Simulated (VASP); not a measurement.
## Al: single point with LDA

Al:

```
Al
1.0
     0.00000    1.99161    1.99161
     1.99161    0.00000    1.99161
     1.99161    1.99161    0.00000
Al
1
Direct
  0.00000 0.00000 0.00000
```

| Item | Value |
| --- | --- |
| Program | VASP 6.6.1 |
| Task | single point |
| Functional | LDA |
| Potentials or basis | VASP PAW LDA potentials, release 64 (Al) |
| Cutoff | 520 eV |
| k mesh | 14 × 14 × 14 |
| Occupations | methfessel-paxton, width 0.2 eV |
| Spin | no spin polarisation |
| Dipole correction | no |
| Further INCAR settings | ALGO = Normal; EDIFF = 1e-07; NBANDS = 8 |

```json
{
 "Pressure": "-0.2 GPa"
}
```

Levels at points of the mesh, in eV from the Fermi level:
```csv
k point,band 1,band 2,band 3,band 4,band 5,band 6
"(0.00, 0.00, 0.00)",-11.37,12.84,12.84,12.84,14.50,14.50
"(0.50, 0.00, 0.00)",-4.69,-4.42,11.67,11.67,11.74,11.74
"(0.50, 0.50, 0.00)",-2.97,-1.59,5.34,5.77,5.77,9.41
```

Wall time 6.4 s on 1 thread of AMD EPYC 9R45 96-Core Processor (Zen 5), with other jobs on the host, peak memory 0.09 GiB.
